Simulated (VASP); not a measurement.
Input of a VASP 6.6.1 run:

Contents of POSCAR:

```
C
1.0
    0.0000000000     -1.7578646901     -1.7578646901
   -1.7578646901      0.0000000000     -1.7578646901
    1.7578646901      1.7578646901     -3.5157293803
C
4
Direct
    0.7374556964      0.7661712329      0.7499999949
    0.2625443036      0.2338287671      0.2500000051
    0.3624556964      0.3911712329      0.8749999949
    0.8875443036      0.8588287671      0.3750000051
```

The input INCAR.step1:

```
  PREC = Accurate
  ENCUT = 910
  ISMEAR = 0
  SIGMA = 0.05
  LREAL = False
  LASPH = True
  NELM = 120
  NBANDS = 16
  GGA = PE
  ALGO = Normal
  EDIFF = 1E-5
  LWAVE = True
  LCHARG = False
  GGA_COMPAT = False
```

INCAR.step2

```
  PREC = Accurate
  ENCUT = 910
  EDIFF = 1E-6
  ISMEAR = 0
  SIGMA = 0.05
  LREAL = False
  LASPH = True
  NELM = 120
  ALGO = Normal
  ISIF = 2
  LWAVE = False
  LCHARG = True
  METAGGA = R2SCAN
  LMIXTAU = True
  LELF = True
  LVHAR = True
  NBANDS = 16
  ISTART = 1
  GGA_COMPAT = False
```

Contents of KPOINTS:

```
Automatic mesh
0
Gamma
  12 12 10
```

Potentials or basis: VASP PAW PBE potentials, release 64 (C_h).

Command:

```console
$ cat potpaw_PBE.64/C_h/POTCAR > POTCAR
$ cp INCAR.step1 INCAR
$ mpirun -np 1 vasp_std > vasp.out
$ cp INCAR.step2 INCAR
$ mpirun -np 1 vasp_std > vasp.out
```

Task: Predict the band gap on the k mesh.

Result: 4.48 eV.

Task: What does it give for the pressure?

Result: 17.3 GPa.

Forces on the atoms (eV/Å):
```
C    0.401 -0.317  0.098
C   -0.405  0.308 -0.082
C    0.405 -0.308  0.082
C   -0.401  0.317 -0.098
```

Caveat: the cell differs from its parent crystal (atoms displaced along a vibrational mode, the cell strained); the cutoff is under 1.25 times the usual one of these potentials, so pressure, stress and relaxed cells hold a basis-set (Pulay) error; the cell stands under pressure; the PAW data sets were made with another functional, which shifts forces and pressure a little. A k mesh can miss the band edges.
